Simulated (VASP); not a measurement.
Crystal: S.

```xyz
1
Lattice="0.0000 2.1000 2.1000 2.1000 0.0000 2.1000 2.1000 2.1000 0.0000" Properties=species:S:1:pos:R:3 pbc="T T T"
S     0.0000    0.0000    0.0000
```

This isn't the form of S at room conditions, which is orthorhombic, of S8 rings.

- Program: VASP 6.6.1
- Task: relaxation of cell and atoms
- Functional: PBE
- Potentials or basis: VASP PAW PBE potentials, release 64 (S)
- Cutoff: 500 eV
- k mesh: 9 × 9 × 9
- Occupations: gaussian, width 0.05 eV
- Spin: no spin polarisation

At the start: pressure -9.1 GPa; volume 18.52 Å³/atom.

Question: Where does the relaxation end?

Answer: Over 3 steps the energy falls by 90.0 meV/atom and the volume is 15.80 Å³/atom (-14.7 %); space group Fm-3m (No. 225, to 0.1 Å) before and after.

The path:
```tsv
step	energy change (eV)	largest force (eV/Å)	pressure (GPa)	volume (Å³)
1	0.0000	0.0000	-9.05	18.52
2	-0.0899	0.0000	-0.31	15.86
3	-0.0900	0.0000	-0.02	15.80
```

Final structure:
```
S
1.0
     0.00000    1.99156    1.99156
     1.99156    0.00000    1.99156
     1.99156    1.99156    0.00000
S
1
Direct
  0.00000 0.00000 0.00000
```
